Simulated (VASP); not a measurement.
# La2AgSb4Au (Pccm) in VASP: relaxation of cell and atoms with LDA

Aim: the relaxation of cell and atoms of La2AgSb4Au with LDA.

Everything below comes from runs of VASP 6.6.1. Logs are shortened: lines on timing, memory, paths and dates and some standing lists are left out, and cuts for length are marked.

## (1) The cell of the first run

The structure is orthorhombic, space group Pccm (No. 49). Conventional cell: a = 6.182 Å, b = 10.986 Å, c = 6.182 Å, α = 90.00°, β = 90.00°, γ = 90.00°. Within 4.4 Å of La (site symmetry m) lie 8 Sb at 3.27 to 3.40 Å and 2 Au at 3.62 Å and 2 Ag at 3.62 Å and 4 La at 4.37 Å. Au (site symmetry 222) has 4 Sb at 2.85 Å and 2 Au at 3.09 Å and 2 Ag at 3.09 Å and 4 La at 3.62 Å within 3.8 Å. Ag (site symmetry 222) has 4 Sb at 2.85 Å and 2 Au at 3.09 Å and 2 Ag at 3.09 Å and 4 La at 3.62 Å within 3.8 Å. Within 3.8 Å of Sb (site symmetry m) lie 2 Au at 2.85 Å and 2 Ag at 2.85 Å and 4 La at 3.27 Å. Sb (site symmetry 222) has 4 Sb at 3.09 Å and 4 La at 3.40 Å within 4.1 Å. Sb (site symmetry 222) has 4 Sb at 3.09 Å and 4 La at 3.40 Å within 4.1 Å.

## (2) Relaxation of cell and atoms, LDA

The input, INCAR:

```
SYSTEM = La2AgSb4Au
PREC     = Accurate       ! precision mode
ENCUT    = 600            ! plane-wave cutoff, eV
EDIFF    = 1E-6           ! SCF threshold, eV
ISMEAR   = 1              ! smearing method
SIGMA    = 0.1            ! smearing width, eV
LREAL    = .FALSE.        ! projectors in reciprocal space
LASPH    = .TRUE.         ! aspherical terms in the spheres
NELM     = 80             ! most SCF steps
ALGO     = Normal         ! electronic algorithm
ISIF     = 3              ! what is computed and relaxed
LWAVE    = .FALSE.        ! write WAVECAR
LCHARG   = .FALSE.        ! write CHGCAR
GGA      = CA             ! functional
IBRION   = 2              ! ionic algorithm
NSW      = 90             ! ionic steps
EDIFFG   = -0.01          ! ionic threshold
LUSENCCL = .FALSE.
```

The input, KPOINTS:

```
Automatic mesh
0
G
  6 6 4
  0 0 0
```

The input, POSCAR:

```
La2AgSb4Au
1.0
    4.3711527700     -4.3711527700      0.0000000000
    4.3711527700      4.3711527700      0.0000000000
    0.0000000000      0.0000000000     10.9856205400
La Au Ag Sb
4 2 2 8
Direct
    0.7500000000      0.2500000000      0.2629930000
    0.2500000000      0.7500000000      0.2629930000
    0.2500000000      0.2500000000      0.7370070000
    0.7500000000      0.7500000000      0.7370070000
    0.0000000000      0.0000000000      0.0000000000
    0.0000000000      0.5000000000      0.0000000000
    0.5000000000      0.5000000000      0.0000000000
    0.5000000000      0.0000000000      0.0000000000
    0.7500000000      0.2500000000      0.8333123600
    0.2500000000      0.7500000000      0.8333123600
    0.2500000000      0.2500000000      0.1666876400
    0.7500000000      0.7500000000      0.1666876400
    0.0000000000      0.0000000000      0.5000000000
    0.5000000000      0.5000000000      0.5000000000
    0.0000000000      0.5000000000      0.5000000000
    0.5000000000      0.0000000000      0.5000000000
```

Potentials or basis: VASP PAW LDA potentials, release 64 (La, Au, Ag, Sb).

Run with:

```bash
$ cat potpaw_LDA.64/La/POTCAR potpaw_LDA.64/Au/POTCAR potpaw_LDA.64/Ag/POTCAR potpaw_LDA.64/Sb/POTCAR > POTCAR
$ mpirun -np 1 vasp_std > vasp.out
```

OUTCAR:

```text
SYSTEM = La2AgSb4Au
   PREC = Accurate
   ENCUT = 600
   EDIFF = 1E-6
   ISMEAR = 1
   LREAL = .FALSE.
   LASPH = .TRUE.
   NELM = 80
   ISIF = 3
   GGA = CA
   IBRION = 2
   NSW = 90
   EDIFFG = -0.01

 ion  position               nearest neighbor table
   1  0.750  0.250  0.263-  11 3.27  12 3.27  12 3.27  11 3.27  15 3.40  16 3.40  13 3.40  14 3.40
                             5 3.62   6 3.62   7 3.62   8 3.62
   2  0.250  0.750  0.263-  11 3.27  12 3.27  11 3.27  12 3.27  15 3.40  16 3.40  13 3.40  14 3.40
                             5 3.62   6 3.62   7 3.62   8 3.62
   3  0.250  0.250  0.737-   9 3.27  10 3.27  10 3.27   9 3.27  15 3.40  16 3.40  13 3.40  14 3.40
                             5 3.62   6 3.62   7 3.62   8 3.62
   4  0.750  0.750  0.737-   9 3.27  10 3.27   9 3.27  10 3.27  15 3.40  16 3.40  13 3.40  14 3.40
                             5 3.62   6 3.62   7 3.62   8 3.62
   5  0.000  0.000  0.000-   9 2.85  10 2.85  11 2.85  12 2.85   6 3.09   8 3.09   6 3.09   8 3.09
                             1 3.62   2 3.62   3 3.62   4 3.62
   6  0.000  0.500  0.000-   9 2.85  10 2.85  11 2.85  12 2.85   5 3.09   7 3.09   5 3.09   7 3.09
                             1 3.62   2 3.62   3 3.62   4 3.62
   7  0.500  0.500  0.000-   9 2.85  10 2.85  11 2.85  12 2.85   6 3.09   8 3.09   8 3.09   6 3.09
                             1 3.62   2 3.62   3 3.62   4 3.62
   8  0.500  0.000  0.000-   9 2.85  10 2.85  11 2.85  12 2.85   5 3.09   7 3.09   7 3.09   5 3.09
                             1 3.62   2 3.62   3 3.62   4 3.62
   9  0.750  0.250  0.833-   5 2.85   6 2.85   7 2.85   8 2.85   3 3.27   4 3.27   4 3.27   3 3.27
[... 11 lines left out ...]
  15  0.000  0.500  0.500-  13 3.09  14 3.09  13 3.09  14 3.09   1 3.40   2 3.40   3 3.40   4 3.40

  16  0.500  0.000  0.500-  13 3.09  14 3.09  14 3.09  13 3.09   1 3.40   2 3.40   3 3.40   4 3.40

  LATTYP: Found a simple tetragonal cell.
 ALAT       =     6.1817435305
 C/A-ratio  =     1.7771071358

  Lattice vectors:

 A1 = (   4.3711527700,  -4.3711527700,   0.0000000000)
 A2 = (   4.3711527700,   4.3711527700,   0.0000000000)
 A3 = (   0.0000000000,   0.0000000000,  10.9856205400)

Analysis of symmetry for initial positions (statically):
=====================================================================
 Subroutine PRICEL returns:
 Original cell was already a primitive cell.

 Routine SETGRP: Setting up the symmetry group for a
 simple tetragonal supercell.

 Subroutine GETGRP returns: Found  8 space group operations
 (whereof  4 operations were pure point group operations)
 out of a pool of 16 trial point group operations.

The static configuration has the point symmetry D_2 .
 The point group associated with its full space group is D_2h.

Analysis of symmetry for dynamics (positions and initial velocities):
=====================================================================
 Subroutine PRICEL returns:
 Original cell was already a primitive cell.
[... 167 lines left out ...]
   LRPA    =     F    only Hartree local field effects (RPA)
 conjugate gradient relaxation of ions
 non-spin polarized calculation
 Methfessel and Paxton  Order N= 1 SIGMA  =   0.10
  energy-cutoff  :      600.00
  volume of cell :      419.80
 maximum number of plane-waves:     14068
 NGX is ok and might be reduce to    50
   NGX = 25   NGY = 25   NGZ = 43

--------------------------------------- Ionic step        1  -------------------------------------------

 number of electron     128.0000000 magnetization

 Free energy of the ion-electron system (eV)
  ---------------------------------------------------
  ext. energy  EPLUGINS =         0.00000000
  ---------------------------------------------------
  free energy    TOTEN  =       -89.73363436 eV

  energy without entropy =      -89.73089484  energy(sigma->0) =      -89.73272118

------------------------ aborting loop because EDIFF is reached ----------------------------------------

  FORCE on cell =-STRESS in cart. coord.  units (eV):
  Direction    XX          YY          ZZ          XY          YZ          ZX
  --------------------------------------------------------------------------------------
  -------------------------------------------------------------------------------------
  Total       -8.3057038     -8.3057038    -12.0057047      0.1178669      0.0000000      0.0000000
  in kB      -31.6986276    -31.6986276    -45.8196408      0.4498377      0.0000000      0.0000000
  external PRESSURE =     -36.4056320 kB  Pullay stress =       0.0000000 kB
[... 131 lines left out ...]
  FREE ENERGIE OF THE ION-ELECTRON SYSTEM (eV)
  ---------------------------------------------------
  free  energy   TOTEN  =       -89.9958739498 eV

  energy  without entropy=      -89.9934255012  energy(sigma->0) =      -89.99505780

[... ionic steps 4 to 8 ...]

--------------------------------------- Ionic step        9  -------------------------------------------

 number of electron     128.0000005 magnetization

------------------------ aborting loop because EDIFF is reached ----------------------------------------
[... 95 lines left out ...]
--------------------------------------- Ionic step       11  -------------------------------------------

 number of electron     128.0000005 magnetization

 Free energy of the ion-electron system (eV)
  ---------------------------------------------------
  ext. energy  EPLUGINS =         0.00000000
  ---------------------------------------------------
  free energy    TOTEN  =       -90.11381102 eV

  energy without entropy =      -90.11100747  energy(sigma->0) =      -90.11287651

 E-fermi :   8.8512     XC(G=0): -10.8766

 val. band max:        8.8474006232   @ k =   0.0000   0.0000   0.5000
 cond. band min:       8.8517542299   @ k =   0.1667   0.0000   0.2500
 fundamental gap:      0.0043536067
 Fermi energy:         8.8511866756

 k-point     1 :       0.0000    0.0000    0.0000
  band No.  band energies     occupation
      1     -23.3818      2.00000
      2     -23.3804      2.00000
      3     -23.3533      2.00000
      4     -23.3533      2.00000
      5      -7.4414      2.00000
      6      -7.4165      2.00000
[... 1885 lines left out ...]
     75      10.9221      0.00000
     76      10.9704      0.00000

 [... further k-points ...]

------------------------ aborting loop because EDIFF is reached ----------------------------------------

  FORCE on cell =-STRESS in cart. coord.  units (eV):
  Direction    XX          YY          ZZ          XY          YZ          ZX
  --------------------------------------------------------------------------------------
  -------------------------------------------------------------------------------------
  Total       -0.0154912     -0.0154912     -0.0073206      0.0007073      0.0000000      0.0000000
  in kB       -0.0624787     -0.0624787     -0.0295254      0.0028527      0.0000000      0.0000000
  external PRESSURE =      -0.0514943 kB  Pullay stress =       0.0000000 kB
[... 31 lines left out ...]
  FREE ENERGIE OF THE ION-ELECTRON SYSTEM (eV)
  ---------------------------------------------------
  free  energy   TOTEN  =       -90.1138110238 eV

  energy  without entropy=      -90.1110074712  energy(sigma->0) =      -90.11287651

 reached required accuracy - stopping structural energy minimisation
```

OSZICAR:

```text
N       E                     dE             d eps       ncg     rms          rms(c)
DAV:   1     0.137881545013E+04    0.13788E+04   -0.49611E+04  7296   0.226E+03
DAV:   2     0.320097461143E+03   -0.10587E+04   -0.99571E+03  8216   0.464E+02
DAV:   3     0.161489743815E+02   -0.30395E+03   -0.28907E+03  8984   0.241E+02
[... 108 lines left out ...]
       N       E                     dE             d eps       ncg     rms          rms(c)
DAV:   1    -0.901138313539E+02   -0.59349E-04   -0.38250E-03  9240   0.381E-01    0.314E-02
DAV:   2    -0.901138246640E+02    0.66900E-05   -0.28730E-04 12652   0.925E-02    0.193E-02
DAV:   3    -0.901138117732E+02    0.12891E-04   -0.29088E-05 12176   0.351E-02    0.563E-03
DAV:   4    -0.901138110238E+02    0.74943E-06   -0.33920E-06  7248   0.131E-02
  11 F= -.90113811E+02 E0= -.90112877E+02  d E =-.393680E-04
```

CONTCAR:

```text
La2AgSb4Au
    1.000000000000000
     4.3550493489333979   -4.3550493489333979    0.0000000000000000
     4.3586727648266406    4.3586727648266406    0.0000000000000000
     0.0000000000000000    0.0000000000000000   10.4637181274853557
  La              Au              Ag              Sb
     4     2     2     8
Direct
     0.7526670225581241    0.2500000000000000    0.2552484618115438
     0.2473329774418759    0.7500000000000000    0.2552484618115438
     0.2473329774418759    0.2500000000000000    0.7447515381884563
     0.7526670225581241    0.7500000000000000    0.7447515381884563
     0.0000000000000000    0.0000000000000000    0.0000000000000000
     0.0000000000000000    0.5000000000000000    0.0000000000000000
[... 8 lines left out ...]
     0.0000000000000000    0.5000000000000000    0.5000000000000000
     0.5000000000000000    0.0000000000000000    0.5000000000000000

  0.00000000E+00  0.00000000E+00  0.00000000E+00
  0.00000000E+00  0.00000000E+00  0.00000000E+00
  0.00000000E+00  0.00000000E+00  0.00000000E+00
  0.00000000E+00  0.00000000E+00  0.00000000E+00
  0.00000000E+00  0.00000000E+00  0.00000000E+00
  0.00000000E+00  0.00000000E+00  0.00000000E+00
[... 8 lines left out ...]
  0.00000000E+00  0.00000000E+00  0.00000000E+00
  0.00000000E+00  0.00000000E+00  0.00000000E+00
```

It took 1.9 h on 1 × NVIDIA H100 80GB with 1 thread of AMD EPYC 7R13 (Zen 3), shared host; peak memory 2.6 GiB.

What came out:

```yaml
Free_energy: -90.1138 eV
Relaxed_volume: 24.83 Å³/atom
Relaxed_cell: a = 6.159 Å, b = 6.164 Å, c = 10.464 Å, α = 90.00°, β = 90.00°, γ = 90.00°
Space_group_after_relaxing_to_0.1_Å: Pccm (No. 49)
Energy_gained_by_relaxing: 23.8 meV/atom
Ionic_steps: 11
Pressure_after_relaxing: 0.0 GPa
Largest_force_after_relaxing: 0.006 eV/Å
Band_gap_on_the_k_mesh: zero (bands 64 and 65 overlap by 0.87 eV)
```

Forces on the atoms (eV/Å):
```
La   0.004 -0.004  0.001
La  -0.004  0.004  0.001
La  -0.004  0.004 -0.001
La   0.004 -0.004 -0.001
Au   0.000  0.000  0.000
Au   0.000  0.000  0.000
Ag   0.000  0.000  0.000
Ag   0.000  0.000  0.000
Sb  -0.004  0.004 -0.001
Sb   0.004 -0.004 -0.001
Sb   0.004 -0.004  0.001
Sb  -0.004  0.004  0.001
Sb   0.000  0.000  0.000
Sb   0.000  0.000  0.000
Sb   0.000  0.000  0.000
Sb   0.000  0.000  0.000
```

The path:
```
step  energy change (eV)  largest force (eV/Å)  pressure (GPa)  volume (Å³)
   1              0.0000                0.3293           -3.64       419.80
   2             -0.1111                0.4420            3.71       384.60
   3             -0.2622                0.3120            0.21       399.15
   4             -0.3144                0.2764            0.15       398.60
   5             -0.3630                0.1894            0.10       397.14
   6             -0.3774                0.0666           -0.19       398.22
   7             -0.3786                0.0224           -0.30       398.62
   8             -0.3765                0.0426            0.47       395.11
   9             -0.3801                0.0119            0.01       397.23
  10             -0.3801                0.0119            0.00       397.25
  11             -0.3802                0.0061           -0.01       397.25
```

Final structure:
```
La Au Ag Sb
1.0
     4.35505   -4.35505    0.00000
     4.35867    4.35867    0.00000
     0.00000    0.00000   10.46372
La Au Ag Sb
4 2 2 8
Direct
  0.75267 0.25000 0.25525
  0.24733 0.75000 0.25525
  0.24733 0.25000 0.74475
  0.75267 0.75000 0.74475
  0.00000 0.00000 0.00000
  0.00000 0.50000 0.00000
  0.50000 0.50000 0.00000
  0.50000 0.00000 0.00000
  0.74936 0.25000 0.82940
  0.25064 0.75000 0.82940
  0.25064 0.25000 0.17060
  0.74936 0.75000 0.17060
  0.00000 0.00000 0.50000
  0.50000 0.50000 0.50000
  0.00000 0.50000 0.50000
  0.50000 0.00000 0.50000
```

Levels at points of the mesh, in eV from the Fermi level:
```
           k point  band 61  band 62  band 63  band 64  band 65  band 66  band 67  band 68
(0.00, 0.00, 0.00)    -1.28    -0.67     0.19     0.48     0.50     1.37     1.72     1.77
(0.50, 0.00, 0.00)    -0.85    -0.78    -0.42    -0.25     0.59     0.61     1.37     1.46
(0.00, 0.50, 0.00)    -0.81    -0.81    -0.33    -0.33     0.60     0.60     1.41     1.41
(0.50, 0.50, 0.00)    -0.76    -0.76    -0.72    -0.72    -0.33    -0.33    -0.33    -0.33
(0.00, 0.00, 0.50)    -1.17    -1.05     0.00     0.53     0.56     1.15     1.75     1.79
(0.50, 0.00, 0.50)    -1.21    -1.19    -0.73    -0.55     0.73     0.76     1.62     1.63
(0.00, 0.50, 0.50)    -1.20    -1.20    -0.63    -0.63     0.74     0.74     1.62     1.62
(0.50, 0.50, 0.50)    -0.57    -0.57    -0.51    -0.51     0.18     0.18     0.20     0.20
```

Caveat: spin-orbit coupling is left out, which moves the levels of the heavy elements.
